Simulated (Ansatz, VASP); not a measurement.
**ZnS: VASP beside Ansatz**

```
Zn S
1.0
     3.80049    0.00000    0.00000
    -1.90024    3.29132    0.00000
     0.00000    0.00000    6.19064
Zn S
2 2
Direct
  0.33333 0.66667 0.00471
  0.66667 0.33333 0.50471
  0.33333 0.66667 0.38029
  0.66667 0.33333 0.88029
```

Change from the starting cell: film at in-plane strain +0.005.

Alike in both runs: task single point; functional PBEsol; k mesh 6 × 6 × 4; no spin polarisation.

```csv
,VASP,Ansatz
version,VASP 6.6.1,Ansatz 0.2.0
potentials or method,"VASP PAW PBE potentials, release 64 (Zn, S), cutoff 520 eV","all-electron LAPW, scalar-relativistic"
occupations,"gaussian, width 0.01 eV",fixed
```

Ansatz gave:

* gap on the k mesh at the Fermi level (eV): 2.15
* pressure (GPa): -0.5
* traceless stress, the component that is largest in VASP (GPa): 0.46

Question: Estimate VASP's values.

Answer: gap on the k mesh at the Fermi level (eV): 2.15; pressure (GPa): -0.3; traceless stress, the component that is largest in VASP (GPa): 0.47.

VASP's potentials were made for PBE, not for PBEsol. Ansatz ran all-electron here, and VASP with PAW potentials.
